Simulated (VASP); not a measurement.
**SnCl: single point with PBE+D3(BJ)**

The system is SnCl.

```xyz
4
Lattice="3.4214 0.0000 0.0000 -1.7107 2.9630 0.0000 0.0000 0.0000 10.0471" Properties=species:S:1:pos:R:3 pbc="T T T"
Sn    1.7107    0.9877    8.1873
Sn    0.0000    1.9753    3.1638
Cl    1.7107    0.9877    5.6274
Cl    0.0000    1.9753    0.6039
```

| Quantity | Value |
| --- | --- |
| Program | VASP 6.6.1 |
| Task | single point |
| Functional | PBE |
| Dispersion | D3(BJ) |
| Potentials or basis | VASP PAW PBE potentials, release 64 (Sn_d, Cl) |
| Cutoff | 520 eV |
| k mesh | 9 × 9 × 3 |
| Occupations | fermi-dirac, width 0.05 eV |
| Spin | no spin polarisation |

```json
{
  "Pressure": "-0.2 GPa",
  "Largest force": "0.005 eV/Å",
  "Band gap on the k mesh": "zero (band 21 reaches 7.75 eV, above the bottom of band 22 at 4.07 eV)",
  "Dispersion energy per atom": "-0.288 eV"
}
```

Forces on the atoms (eV/Å):
```
Sn   0.000  0.000 -0.005
Sn   0.000  0.000 -0.005
Cl   0.000  0.000  0.005
Cl   0.000  0.000  0.005
```

Levels at points of the mesh, in eV from the Fermi level:
```csv
k point,band 16,band 17,band 18,band 19,band 20,band 21,band 22,band 23,band 24,band 25
"(0.00, 0.00, 0.00)",-1.81,-1.40,-1.40,-1.34,-1.34,0.93,4.49,6.60,6.60,7.01
```

Wall time 43 s on 1 thread of Intel(R) Xeon(R) 6975P-C (Granite Rapids), with other jobs on the host, peak memory 0.27 GiB.

Caveat: three body term missing; spin-orbit coupling is left out, which moves the levels of the heavy elements; pairwise dispersion overbinds metals, which lowers pressure and volume.
